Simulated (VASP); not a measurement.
# BN (Fmm2) in VASP: single point with PBE+D3(BJ)

Aim: the single point of BN with PBE+D3(BJ).

All numbers are computed with VASP 6.6.1; they aren't measurements. Logs are shortened: lines on timing, memory, paths and dates and some standing lists are left out, and cuts for length are marked.

### 1 The cell of the first run

It takes space group Fmm2 (No. 42, orthorhombic). Conventional cell: a = 2.503 Å, b = 6.991 Å, c = 4.332 Å, α = 90.00°, β = 90.00°, γ = 90.00°. B (site symmetry mm2) has 3 N at 1.44 Å within 1.9 Å. N (site symmetry mm2) has 3 B at 1.44 Å within 1.9 Å.

### 2 Single point, PBE+D3(BJ)

INCAR

```
SYSTEM = BN
  PREC = Accurate
  ENCUT = 520
  EDIFF = 1E-6
  ISMEAR = 0
  SIGMA = 0.05
  LREAL = .FALSE.
  LASPH = .TRUE.
  NELM = 60
  ALGO = Normal
  ISIF = 2
  LWAVE = .FALSE.
  LCHARG = .TRUE.
  GGA = PE
  IVDW = 12
  LELF = .TRUE.
  LVHAR = .TRUE.
  NBANDS = 11
```

KPOINTS

```
regular mesh
0
G
  12 12 12
  0 0 0
```

POSCAR

```
BN
1.0
    0.0000000000      3.4953158300      2.1660912400
    1.2516321000      0.0000000000      2.1660912400
    1.2516321000      3.4953158300      0.0000000000
B N
1 1
Direct
    0.0000486500      0.0000486500      0.9999513500
    0.6666513400      0.6666513400      0.3333486600
```

Potentials or basis: VASP PAW PBE potentials, release 64 (B, N).

The run is started by

```sh
$ cat potpaw_PBE.64/B/POTCAR potpaw_PBE.64/N/POTCAR > POTCAR
$ mpirun -np 1 vasp_std > vasp.out
```

OUTCAR:

```text
SYSTEM = BN
   PREC = Accurate
   ENCUT = 520
   EDIFF = 1E-6
   ISMEAR = 0
   LREAL = .FALSE.
   LASPH = .TRUE.
   NELM = 60
   ISIF = 2
   GGA = PE
   IVDW = 12
 IVDW          = 12

 ion  position               nearest neighbor table
   1  0.000  0.000  1.000-   2 1.44   2 1.44   2 1.44
   2  0.667  0.667  0.333-   1 1.44   1 1.44   1 1.44

  LATTYP: Found a face centered orthorhombic cell.
 ALAT       =     2.5032642000
 B/A-ratio  =     1.7306133647
 C/A-ratio  =     2.7926064137

  Lattice vectors:

 A1 = (   0.0000000000,   3.4953158300,   2.1660912400)
 A2 = (  -1.2516321000,   3.4953158300,   0.0000000000)
 A3 = (  -1.2516321000,   0.0000000000,   2.1660912400)

Analysis of symmetry for initial positions (statically):
=====================================================================
 Subroutine PRICEL returns:
 Original cell was already a primitive cell.

 Routine SETGRP: Setting up the symmetry group for a
 face centered orthorhombic supercell.

 Subroutine GETGRP returns: Found  4 space group operations
 (whereof  4 operations were pure point group operations)
 out of a pool of  8 trial point group operations.

The static configuration has the point symmetry C_2v.

Analysis of symmetry for dynamics (positions and initial velocities):
=====================================================================
 Subroutine PRICEL returns:
 Original cell was already a primitive cell.

 Routine SETGRP: Setting up the symmetry group for a
 face centered orthorhombic supercell.

 Subroutine GETGRP returns: Found  4 space group operations
 (whereof  4 operations were pure point group operations)
 out of a pool of  8 trial point group operations.

The dynamic configuration has the point symmetry C_2v.

 Subroutine INISYM returns: Found  4 space group operations
 (whereof  4 operations are pure point group operations),
 and found     1 'primitive' translations

----------------------------------------------------------------------------------------

                                     Primitive cell

  volume of cell :      18.9526

  direct lattice vectors                    reciprocal lattice vectors
     0.000000000  3.495315830  2.166091240    -0.399478409  0.143048590  0.230830535
     1.251632100  0.000000000  2.166091240     0.399478409 -0.143048590  0.230830535
     1.251632100  3.495315830  0.000000000     0.399478409  0.143048590 -0.230830535

  length of vectors
     4.112077822  2.501706252  3.712656147     0.483041027  0.483041027  0.483041027

  position of ions in fractional coordinates (direct lattice)
     0.000048650  0.000048650  0.999951350
     0.666651340  0.666651340  0.333348660

  ion indices of the primitive-cell ions
   primitive index   ion index
                 1           1
                 2           2

----------------------------------------------------------------------------------------

 KPOINTS: regular mesh

Automatic generation of k-mesh.
 Grid dimensions read from file:
 generate k-points for:   12   12   12

 Generating k-lattice:

  Cartesian coordinates                     Fractional coordinates (reciprocal lattice)
    -0.033289867  0.011920716  0.019235878     0.083333333  0.000000000  0.000000000
     0.033289867 -0.011920716  0.019235878     0.000000000  0.083333333  0.000000000
     0.033289867  0.011920716 -0.019235878     0.000000000  0.000000000  0.083333333

  Length of vectors
     0.040253419  0.040253419  0.040253419

  Shift w.r.t. Gamma in fractional coordinates (k-lattice)
     0.000000000  0.000000000  0.000000000

 Subroutine IBZKPT returns following result:
 ===========================================

 Found    280 irreducible k-points:

 Following reciprocal coordinates:
            Coordinates               Weight
  0.000000  0.000000  0.000000      1.000000
  0.083333  0.000000 -0.000000      8.000000
  0.166667  0.000000 -0.000000      8.000000
  0.250000  0.000000  0.000000      8.000000
  0.333333  0.000000  0.000000      8.000000
  0.416667  0.000000 -0.000000      8.000000
[... 16 lines left out ...]
  0.500000  0.166667  0.000000      8.000000
 -0.416667  0.166667  0.000000      8.000000
 [... further k-points ...]
   k-points           NKPTS =    280   k-points in BZ     NKDIM =    280   number of bands    NBANDS=     11
   number of dos      NEDOS =    301   number of ions     NIONS =      2
   total plane-waves  NPLWV =  17920
   dimension x,y,z NGX =    32 NGY =   20 NGZ =   28
   dimension x,y,z NGXF=    64 NGYF=   40 NGZF=   56
   ions per type =               1   1
   NGX,Y,Z   is equivalent  to a cutoff of  12.94, 13.29, 12.54 a.u.
   NGXF,Y,Z  is equivalent  to a cutoff of  25.87, 26.58, 25.08 a.u.
 SYSTEM =  BN
   PREC   = accura    normal or accurate (medium, high low for compatibility)
   ISTART =      0    job   : 0-new  1-cont  2-samecut
   ICHARG =      2    charge: 1-file 2-atom 10-const
   ISPIN  =      1    spin polarized calculation?
   LNONCOLLINEAR =      F non collinear calculations
   LSORBIT =      F    spin-orbit coupling
   LASPH  =      T    aspherical Exc in radial PAW
   ENCUT  =  520.0 eV  38.22 Ry    6.18 a.u.   7.65  4.65  6.90*2*pi/ulx,y,z
   NELM   =     60;   NELMIN=  2; NELMDL= -5     # of ELM steps
   EDIFF  = 0.1E-05   stopping-criterion for ELM
   LREAL  =      F    real-space projection
   EDIFFG = 0.1E-04   stopping-criterion for IOM
   NSW    =      0    number of steps for IOM
   IBRION =     -1    ionic relax: 0-MD 1-quasi-New 2-CG
   NFREE  =      0    steps in history (QN), initial steepest desc. (CG)
   ISIF   =      2    stress and relaxation
   ISYM   =      2    0-nonsym 1-usesym 2-fastsym
   POTIM  = 0.5000    time-step for ionic-motion
   TEBEG  =    0.0;   TEEND  =   0.0 temperature during run
   PSTRESS=    0.0 pullay stress
   NELECT =       8.0000    total number of electrons
   NUPDOWN=      -1.0000    fix difference up-down
   EMIN   =  10.00;   EMAX   =-10.00  energy-range for DOS
   EFERMI =   0.00;   METHOD = LEGACY
   ISMEAR =     0;   SIGMA  =   0.05  broadening in eV -4-tet -1-fermi 0-gaus
   EFERMI_NEDOS =   21; number of points for ismear=-14 and -15
   IALGO  =     38    algorithm
   IMIX   =      4    mixing-type and parameters
     AMIX     =   0.40;   BMIX     =  1.00
     AMIX_MAG =   1.60;   BMIX_MAG =  1.00
  volume/ion in A,a.u.               =       9.48        63.95
  Fermi-wavevector in a.u.,A,eV,Ry     =   1.228047  2.320672 20.518928  1.508099
  Thomas-Fermi vector in A             =   2.362987
   LORBIT       =      0    0 simple, 1 ext, 2 COOP (PROOUT), +10 PAW based schemes
   GGA     = PE    functional components
   LHFCALC =     F    Hartree Fock is set to
   AEXX    =    0.0000 exact exchange contribution
   IVDW    =    12    specifies the selected vdW correction
   LEPSILON=     F    determine dielectric tensor
   LRPA    =     F    only Hartree local field effects (RPA)
 non-spin polarized calculation
 Gauss-broadening in eV      SIGMA  =   0.05
  energy-cutoff  :      520.00
  volume of cell :       18.95
 maximum number of plane-waves:       529
   NGX = 15   NGY =  9   NGZ = 13

 number of electron       8.0000000 magnetization

 Free energy of the ion-electron system (eV)
  ---------------------------------------------------
  ext. energy  EPLUGINS =         0.00000000
  ---------------------------------------------------
  free energy    TOTEN  =       -17.58679654 eV

  energy without entropy =      -17.58679654  energy(sigma->0) =      -17.58679654

 E-fermi :   2.1885     XC(G=0):  -9.7396

 val. band max:        1.9815252186   @ k =   0.5000  -0.3333   0.1667
 cond. band min:       5.8264736735   @ k =   0.0000   0.5000   0.5000
 fundamental gap:      3.8449484549
 Fermi energy:         2.1884941540

 k-point     1 :       0.0000    0.0000    0.0000
  band No.  band energies     occupation
      1     -15.8877      2.00000
      2      -2.5002      2.00000
      3       0.5603      2.00000
      4       0.5673      2.00000
      5       6.8408      0.00000
      6      13.4914      0.00000
      7      13.5507      0.00000
      8      14.9520      0.00000
      9      16.4109      0.00000
     10      27.5800      0.00000
     11      28.7311      0.00000

 k-point     2 :       0.0833    0.0000   -0.0000
  band No.  band energies     occupation
      1     -15.7492      2.00000
      2      -2.3651      2.00000
      3       0.0019      2.00000
      4       0.3032      2.00000
      5       7.1553      0.00000
      6      13.4563      0.00000
      7      14.1005      0.00000
      8      14.4685      0.00000
      9      16.8588      0.00000
     10      27.1229      0.00000
     11      27.9794      0.00000

 k-point     3 :       0.1667    0.0000   -0.0000
  band No.  band energies     occupation
      1     -15.3415      2.00000
      2      -1.9661      2.00000
      3      -1.4037      2.00000
      4      -0.3269      2.00000
      5       7.9881      0.00000
      6      13.1433      0.00000
      7      13.3199      0.00000
      8      15.7116      0.00000
      9      17.9587      0.00000
     10      24.4292      0.00000
     11      28.3450      0.00000
[... 267 lines left out ...]
 k-point    23 :       0.5000    0.1667    0.0000
  band No.  band energies     occupation
      1     -12.8096      2.00000
      2      -6.1781      2.00000
      3      -3.4302      2.00000
      4       1.0032      2.00000
      5       7.3505      0.00000
      6      12.8339      0.00000
      7      15.0058      0.00000
      8      17.2612      0.00000
      9      19.7867      0.00000
     10      23.1969      0.00000
     11      24.4820      0.00000

 k-point    24 :      -0.4167    0.1667    0.0000
  band No.  band energies     occupation
      1     -12.4544      2.00000
      2      -6.6897      2.00000
      3      -3.5973      2.00000
      4       1.3365      2.00000
      5       6.7094      0.00000
      6      13.4929      0.00000
      7      15.4018      0.00000
      8      17.0872      0.00000
      9      20.2869      0.00000
     10      22.5173      0.00000
     11      24.2746      0.00000

 [... further k-points ...]

------------------------ aborting loop because EDIFF is reached ----------------------------------------

 Edisp (eV)   -0.26551

 E8    (eV) :    -0.0773

  FORCE on cell =-STRESS in cart. coord.  units (eV):
  Direction    XX          YY          ZZ          XY          YZ          ZX
  --------------------------------------------------------------------------------------
  -------------------------------------------------------------------------------------
  Total       0.22159    -0.13686     0.22657     0.00000     0.00000     0.00000
  in kB      18.73234   -11.56992    19.15350     0.00000     0.00000     0.00000
  external pressure =        8.77 kB  Pullay stress =        0.00 kB

 VOLUME and BASIS-vectors are now :
 -----------------------------------------------------------------------------
  energy-cutoff  :      520.00
  volume of cell :       18.95
      direct lattice vectors                 reciprocal lattice vectors
     0.000000000  3.495315830  2.166091240    -0.399478409  0.143048590  0.230830535
     1.251632100  0.000000000  2.166091240     0.399478409 -0.143048590  0.230830535
     1.251632100  3.495315830  0.000000000     0.399478409  0.143048590 -0.230830535

 POSITION                                       TOTAL-FORCE (eV/Angst)
 -----------------------------------------------------------------------------------
      1.25163      3.49532      0.00021         0.000000      0.000000      0.009512
      1.25163      3.49532      2.88806         0.000000      0.000000     -0.009512
 -----------------------------------------------------------------------------------
    total drift:                                0.000006     -0.000011     -0.000063

  FREE ENERGIE OF THE ION-ELECTRON SYSTEM (eV)
  ---------------------------------------------------
  free  energy   TOTEN  =       -17.8523059444 eV

  energy  without entropy=      -17.8523059444  energy(sigma->0) =      -17.85230594
```

It took 88 s on 1 thread of Intel Xeon 8259CL, shared host; peak memory 0.2 GiB.

What came out:

```yaml
Free_energy: -17.8523 eV
Pressure: 0.9 GPa
Largest_force: 0.010 eV/Å
Band_gap_on_the_k_mesh: 3.85 eV, indirect (least direct gap 4.55 eV)
Dispersion_energy_per_atom: -0.133 eV
```

Forces on the atoms (eV/Å):
```
B    0.000  0.000  0.010
N    0.000  0.000 -0.010
```

Stress tensor (GPa, compression positive):
```
 1.87  0.00  0.00
 0.00 -1.16  0.00
 0.00  0.00  1.92
```

A k mesh can miss the band edges. As with any semilocal functional, this PBE gap is likely too small.
